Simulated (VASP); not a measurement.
# GaP (F-43m) in VASP: single point with PBE

Aim: the single point of GaP with PBE.

Everything below comes from runs of VASP 6.6.1. Logs are shortened: lines on timing, memory, paths and dates and some standing lists are left out, and cuts for length are marked.

**Measured values to compare with.**

“Stacking defects in GaP nanowires: Electronic structure and optical properties”, 2018, arxiv:1810.01194 quotes, for a bulk crystal of GaP at 10 K: band gap 2.34 eV (indirect).

The results are compared with them further down.

## (1) The cell of the first run

The structure is cubic, space group F-43m (No. 216). Conventional cell: a = 5.451 Å, b = 5.451 Å, c = 5.451 Å, α = 90.00°, β = 90.00°, γ = 90.00°. Ga (site symmetry -43m) has 4 P at 2.36 Å within 3.1 Å. Within 3.1 Å of P (site symmetry -43m) lie 4 Ga at 2.36 Å.

## (2) Single point, PBE

INCAR reads:

```
ALGO = Normal ; EDIFF = 1E-7
ENCUT = 520 ; GGA = PE
ISIF = 2 ; ISMEAR = 0
LASPH = True ; LCHARG = True
LELF = True ; LREAL = False
LVHAR = True ; LWAVE = False
NBANDS = 16 ; NELM = 80
PREC = Accurate ; SIGMA = 0.01
```

KPOINTS reads:

```
k-points
0
Gamma
  6 6 6
```

POSCAR reads:

```
GaP
1.0
    0.0000000000      2.7252500000      2.7252500000
    2.7252500000      0.0000000000      2.7252500000
    2.7252500000      2.7252500000      0.0000000000
Ga P
1 1
Direct
    0.0000000000      0.0000000000      0.0000000000
    0.2500000000      0.2500000000      0.2500000000
```

Potentials or basis: VASP PAW PBE potentials, release 64 (Ga_d, P).

Started as:

```
$ cat potpaw_PBE.64/Ga_d/POTCAR potpaw_PBE.64/P/POTCAR > POTCAR
$ mpirun -np 1 vasp_std > vasp.out
```

OUTCAR:

```text
EDIFF = 1E-7
   ENCUT = 520
   GGA = PE
   ISIF = 2
   ISMEAR = 0
   LASPH = True
   LREAL = False
   NELM = 80
   PREC = Accurate

 ion  position               nearest neighbor table
   1  0.000  0.000  0.000-   2 2.36   2 2.36   2 2.36   2 2.36
   2  0.250  0.250  0.250-   1 2.36   1 2.36   1 2.36   1 2.36

  LATTYP: Found a face centered cubic cell.
 ALAT       =     5.4505000000

  Lattice vectors:

 A1 = (   0.0000000000,   2.7252500000,   2.7252500000)
 A2 = (   2.7252500000,   0.0000000000,   2.7252500000)
 A3 = (   2.7252500000,   2.7252500000,   0.0000000000)

Analysis of symmetry for initial positions (statically):
=====================================================================
 Subroutine PRICEL returns:
 Original cell was already a primitive cell.

 Routine SETGRP: Setting up the symmetry group for a
 face centered cubic supercell.

 Subroutine GETGRP returns: Found 24 space group operations
 (whereof 24 operations were pure point group operations)
 out of a pool of 48 trial point group operations.

The static configuration has the point symmetry T_d .

Analysis of symmetry for dynamics (positions and initial velocities):
=====================================================================
 Subroutine PRICEL returns:
 Original cell was already a primitive cell.

 Routine SETGRP: Setting up the symmetry group for a
 face centered cubic supercell.

 Subroutine GETGRP returns: Found 24 space group operations
 (whereof 24 operations were pure point group operations)
 out of a pool of 48 trial point group operations.

The dynamic configuration has the point symmetry T_d .

 Subroutine INISYM returns: Found 24 space group operations
 (whereof 24 operations are pure point group operations),
 and found     1 'primitive' translations

----------------------------------------------------------------------------------------

                                     Primitive cell

  volume of cell :      40.4808

  direct lattice vectors                    reciprocal lattice vectors
     0.000000000  2.725250000  2.725250000    -0.183469406  0.183469406  0.183469406
     2.725250000  0.000000000  2.725250000     0.183469406 -0.183469406  0.183469406
     2.725250000  2.725250000  0.000000000     0.183469406  0.183469406 -0.183469406

  length of vectors
     3.854085511  3.854085511  3.854085511     0.317778334  0.317778334  0.317778334

  position of ions in fractional coordinates (direct lattice)
     0.000000000  0.000000000  0.000000000
     0.250000000  0.250000000  0.250000000

  ion indices of the primitive-cell ions
   primitive index   ion index
                 1           1
                 2           2

----------------------------------------------------------------------------------------

 KPOINTS: k-points

Automatic generation of k-mesh.
 Grid dimensions read from file:
 generate k-points for:    6    6    6

 Generating k-lattice:

  Cartesian coordinates                     Fractional coordinates (reciprocal lattice)
    -0.030578234  0.030578234  0.030578234     0.166666667  0.000000000  0.000000000
     0.030578234 -0.030578234  0.030578234     0.000000000  0.166666667  0.000000000
     0.030578234  0.030578234 -0.030578234     0.000000000  0.000000000  0.166666667

  Length of vectors
     0.052963056  0.052963056  0.052963056

  Shift w.r.t. Gamma in fractional coordinates (k-lattice)
     0.000000000  0.000000000  0.000000000

 Subroutine IBZKPT returns following result:
 ===========================================

 Found     16 irreducible k-points:

 Following reciprocal coordinates:
            Coordinates               Weight
  0.000000  0.000000  0.000000      1.000000
  0.166667  0.000000  0.000000      8.000000
  0.333333  0.000000  0.000000      8.000000
  0.500000  0.000000  0.000000      4.000000
  0.166667  0.166667  0.000000      6.000000
  0.333333  0.166667  0.000000     24.000000
[... 8 lines left out ...]
 -0.333333  0.333333  0.166667     24.000000
 -0.333333  0.500000  0.166667     12.000000
   k-points           NKPTS =     16   k-points in BZ     NKDIM =     16   number of bands    NBANDS=     16
   number of dos      NEDOS =    301   number of ions     NIONS =      2
   total plane-waves  NPLWV =  27000
   dimension x,y,z NGX =    30 NGY =   30 NGZ =   30
   dimension x,y,z NGXF=    60 NGYF=   60 NGZF=   60
   ions per type =               1   1
   NGX,Y,Z   is equivalent  to a cutoff of  12.94, 12.94, 12.94 a.u.
   NGXF,Y,Z  is equivalent  to a cutoff of  25.88, 25.88, 25.88 a.u.
 SYSTEM =  unknown system
   PREC   = accura    normal or accurate (medium, high low for compatibility)
   ISTART =      0    job   : 0-new  1-cont  2-samecut
   ICHARG =      2    charge: 1-file 2-atom 10-const
   ISPIN  =      1    spin polarized calculation?
   LNONCOLLINEAR =      F non collinear calculations
   LSORBIT =      F    spin-orbit coupling
   LASPH  =      T    aspherical Exc in radial PAW
   ENCUT  =  520.0 eV  38.22 Ry    6.18 a.u.   7.17  7.17  7.17*2*pi/ulx,y,z
   NELM   =     80;   NELMIN=  2; NELMDL= -5     # of ELM steps
   EDIFF  = 0.1E-06   stopping-criterion for ELM
   LREAL  =      F    real-space projection
   EDIFFG = 0.1E-05   stopping-criterion for IOM
   NSW    =      0    number of steps for IOM
   IBRION =     -1    ionic relax: 0-MD 1-quasi-New 2-CG
   NFREE  =      0    steps in history (QN), initial steepest desc. (CG)
   ISIF   =      2    stress and relaxation
   ISYM   =      2    0-nonsym 1-usesym 2-fastsym
   POTIM  = 0.5000    time-step for ionic-motion
   TEBEG  =    0.0;   TEEND  =   0.0 temperature during run
   PSTRESS=    0.0 pullay stress
   NELECT =      18.0000    total number of electrons
   NUPDOWN=      -1.0000    fix difference up-down
   EMIN   =  10.00;   EMAX   =-10.00  energy-range for DOS
   EFERMI =   0.00;   METHOD = LEGACY
   ISMEAR =     0;   SIGMA  =   0.01  broadening in eV -4-tet -1-fermi 0-gaus
   EFERMI_NEDOS =   21; number of points for ismear=-14 and -15
   IALGO  =     38    algorithm
   IMIX   =      4    mixing-type and parameters
     AMIX     =   0.40;   BMIX     =  1.00
     AMIX_MAG =   1.60;   BMIX_MAG =  1.00
  volume/ion in A,a.u.               =      20.24       136.59
  Fermi-wavevector in a.u.,A,eV,Ry     =   1.249538  2.361284 21.243377  1.561344
  Thomas-Fermi vector in A             =   2.383574
   LORBIT       =      0    0 simple, 1 ext, 2 COOP (PROOUT), +10 PAW based schemes
   GGA     = PE    functional components
   LHFCALC =     F    Hartree Fock is set to
   AEXX    =    0.0000 exact exchange contribution
   IVDW    =     0    specifies the selected vdW correction
   LEPSILON=     F    determine dielectric tensor
   LRPA    =     F    only Hartree local field effects (RPA)
 non-spin polarized calculation
 Gauss-broadening in eV      SIGMA  =   0.01
  energy-cutoff  :      520.00
  volume of cell :       40.48
 maximum number of plane-waves:      1113
 NGX is ok and might be reduce to    30
   NGX = 15   NGY = 15   NGZ = 15

 number of electron      17.9999989 magnetization

 Free energy of the ion-electron system (eV)
  ---------------------------------------------------
  ext. energy  EPLUGINS =         0.00000000
  ---------------------------------------------------
  free energy    TOTEN  =        -9.10236779 eV

  energy without entropy =       -9.10236779  energy(sigma->0) =       -9.10236779

 E-fermi :   4.7668     XC(G=0):  -9.8299

 val. band max:        4.6590090131   @ k =   0.0000   0.0000   0.0000
 cond. band min:       6.3100464488   @ k =   0.5000   0.5000   0.0000
 fundamental gap:      1.6510374357
 Fermi energy:         4.7668081081

 k-point     1 :       0.0000    0.0000    0.0000
  band No.  band energies     occupation
      1      -9.8994      2.00000
      2      -9.8994      2.00000
      3      -9.8994      2.00000
      4      -9.7999      2.00000
      5      -9.7999      2.00000
      6      -7.8340      2.00000
[... 8 lines left out ...]
     15      14.4429      0.00000
     16      14.4429      0.00000

 k-point     2 :       0.1667    0.0000    0.0000
  band No.  band energies     occupation
      1      -9.9222      2.00000
      2      -9.8916      2.00000
      3      -9.8916      2.00000
      4      -9.7998      2.00000
      5      -9.7998      2.00000
      6      -7.4778      2.00000
[... 8 lines left out ...]
     15      13.6239      0.00000
     16      14.7141      0.00000

 k-point     3 :       0.3333    0.0000    0.0000
  band No.  band energies     occupation
      1      -9.9624      2.00000
      2      -9.8790      2.00000
      3      -9.8790      2.00000
      4      -9.7963      2.00000
      5      -9.7963      2.00000
      6      -6.5305      2.00000
[... 8 lines left out ...]
     15      14.3035      0.00000
     16      14.3586      0.00000

 k-point     4 :       0.5000    0.0000    0.0000
  band No.  band energies     occupation
      1      -9.9807      2.00000
      2      -9.8747      2.00000
      3      -9.8747      2.00000
      4      -9.7925      2.00000
      5      -9.7925      2.00000
      6      -5.7672      2.00000
[... 8 lines left out ...]
     15      16.3438      0.00000
     16      16.3438      0.00000

 k-point     5 :       0.1667    0.1667    0.0000
  band No.  band energies     occupation
      1      -9.9360      2.00000
      2      -9.8837      2.00000
      3      -9.8837      2.00000
      4      -9.8073      2.00000
      5      -9.7945      2.00000
      6      -7.3596      2.00000
[... 8 lines left out ...]
     15      14.8748      0.00000
     16      15.5270      0.00000

 k-point     6 :       0.3333    0.1667    0.0000
  band No.  band energies     occupation
      1      -9.9664      2.00000
      2      -9.8726      2.00000
      3      -9.8693      2.00000
      4      -9.8109      2.00000
      5      -9.7900      2.00000
      6      -6.5975      2.00000
[... 8 lines left out ...]
     15      15.3899      0.00000
     16      16.3132      0.00000

 k-point     7 :       0.5000    0.1667    0.0000
  band No.  band energies     occupation
      1      -9.9840      2.00000
      2      -9.8696      2.00000
      3      -9.8635      2.00000
      4      -9.8040      2.00000
      5      -9.7902      2.00000
      6      -5.6256      2.00000
[... 8 lines left out ...]
     15      16.3613      0.00000
     16      16.9450      0.00000

 k-point     8 :      -0.3333    0.1667    0.0000
  band No.  band energies     occupation
      1      -9.9766      2.00000
      2      -9.8716      2.00000
      3      -9.8682      2.00000
      4      -9.7988      2.00000
      5      -9.7966      2.00000
      6      -5.9109      2.00000
[... 8 lines left out ...]
     15      15.4579      0.00000
     16      17.0948      0.00000

 k-point     9 :      -0.1667    0.1667    0.0000
  band No.  band energies     occupation
      1      -9.9491      2.00000
      2      -9.8823      2.00000
      3      -9.8789      2.00000
      4      -9.8035      2.00000
      5      -9.7959      2.00000
      6      -6.9176      2.00000
[... 8 lines left out ...]
     15      14.9168      0.00000
     16      16.3064      0.00000

 k-point    10 :       0.3333    0.3333    0.0000
  band No.  band energies     occupation
      1      -9.9929      2.00000
      2      -9.8512      2.00000
      3      -9.8512      2.00000
      4      -9.8255      2.00000
      5      -9.7836      2.00000
      6      -6.0681      2.00000
[... 8 lines left out ...]
     15      16.0593      0.00000
     16      19.1035      0.00000

 k-point    11 :       0.5000    0.3333    0.0000
  band No.  band energies     occupation
      1     -10.0034      2.00000
      2      -9.8490      2.00000
      3      -9.8430      2.00000
      4      -9.8245      2.00000
      5      -9.7833      2.00000
      6      -5.2074      2.00000
[... 8 lines left out ...]
     15      16.5815      0.00000
     16      17.9335      0.00000

 k-point    12 :      -0.3333    0.3333    0.0000
  band No.  band energies     occupation
      1      -9.9926      2.00000
      2      -9.8610      2.00000
      3      -9.8497      2.00000
      4      -9.8107      2.00000
      5      -9.7929      2.00000
      6      -5.1048      2.00000
[... 8 lines left out ...]
     15      14.2431      0.00000
     16      19.7138      0.00000

 k-point    13 :       0.5000    0.5000    0.0000
  band No.  band energies     occupation
      1     -10.0167      2.00000
      2      -9.8356      2.00000
      3      -9.8342      2.00000
      4      -9.8342      2.00000
      5      -9.7782      2.00000
      6      -4.8669      2.00000
[... 8 lines left out ...]
     15      17.0550      0.00000
     16      17.6561      0.00000

 k-point    14 :       0.5000    0.3333    0.1667
  band No.  band energies     occupation
      1      -9.9859      2.00000
      2      -9.8651      2.00000
      3      -9.8540      2.00000
      4      -9.8140      2.00000
      5      -9.7890      2.00000
      6      -5.7546      2.00000
[... 8 lines left out ...]
     15      16.4781      0.00000
     16      17.9282      0.00000

 k-point    15 :      -0.3333    0.3333    0.1667
  band No.  band energies     occupation
      1      -9.9920      2.00000
      2      -9.8650      2.00000
      3      -9.8473      2.00000
      4      -9.8106      2.00000
      5      -9.7922      2.00000
      6      -5.1024      2.00000
[... 8 lines left out ...]
     15      17.1316      0.00000
     16      17.4372      0.00000

 k-point    16 :      -0.3333    0.5000    0.1667
  band No.  band energies     occupation
      1     -10.0028      2.00000
      2      -9.8537      2.00000
      3      -9.8393      2.00000
      4      -9.8204      2.00000
      5      -9.7867      2.00000
      6      -4.7983      2.00000
[... 8 lines left out ...]
     15      16.5630      0.00000
     16      18.2640      0.00000

------------------------ aborting loop because EDIFF is reached ----------------------------------------

  FORCE on cell =-STRESS in cart. coord.  units (eV):
  Direction    XX          YY          ZZ          XY          YZ          ZX
  --------------------------------------------------------------------------------------
  -------------------------------------------------------------------------------------
  Total        0.6335791      0.6335791      0.6335791     -0.0000000      0.0000000      0.0000000
  in kB       25.0762376     25.0762376     25.0762376     -0.0000000      0.0000000      0.0000000
  external PRESSURE =      25.0762376 kB  Pullay stress =       0.0000000 kB

 VOLUME and BASIS-vectors are now :
 -----------------------------------------------------------------------------
  energy-cutoff  :      520.00
  volume of cell :       40.48
      direct lattice vectors                 reciprocal lattice vectors
     0.000000000  2.725250000  2.725250000    -0.183469406  0.183469406  0.183469406
     2.725250000  0.000000000  2.725250000     0.183469406 -0.183469406  0.183469406
     2.725250000  2.725250000  0.000000000     0.183469406  0.183469406 -0.183469406

 POSITION                                       TOTAL-FORCE (eV/Angst)
 -----------------------------------------------------------------------------------
      0.00000      0.00000      0.00000         0.000000      0.000000      0.000000
      1.36262      1.36262      1.36262        -0.000000     -0.000000     -0.000000
 -----------------------------------------------------------------------------------
    total drift:                                0.000002      0.000002      0.000002

  FREE ENERGIE OF THE ION-ELECTRON SYSTEM (eV)
  ---------------------------------------------------
  free  energy   TOTEN  =        -9.1023677943 eV

  energy  without entropy=       -9.1023677943  energy(sigma->0) =       -9.10236779
```

Run time: 13 s. Hardware: 1 thread of Intel Xeon Platinum 8488C (Sapphire Rapids), shared host; peak memory 0.16 GiB.

What came out:

| Property | Result |
| --- | --- |
| Free energy | -9.1024 eV |
| Pressure | 2.5 GPa |
| Band gap on the k mesh | 1.65 eV, indirect (least direct gap 1.82 eV) |

Levels at points of the mesh, in eV from the valence-band top:
```csv
k point,band 7,band 8,band 9,band 10,band 11,band 12
"(0.00, 0.00, 0.00)",0.00,0.00,0.00,1.83,3.88,3.88
"(0.50, 0.00, 0.00)",-6.63,-1.12,-1.12,1.67,4.72,4.72
"(0.50, 0.50, 0.00)",-6.76,-2.68,-2.68,1.65,1.82,10.59
```

## (3) How close it comes

Step 2. A measured gap of GaP is 2.34 eV (indirect; 10 K; quoted in “Stacking defects in GaP nanowires: Electronic structure and optical properties”, 2018, arxiv:1810.01194); the calculated 1.65 eV misses it by -0.69 eV. Spin-orbit coupling on Ga is left out. The value is that of PBE on a finite k mesh, which can miss the band edges, without temperature or zero-point motion. Semilocal functionals fall short of measured gaps as a rule.
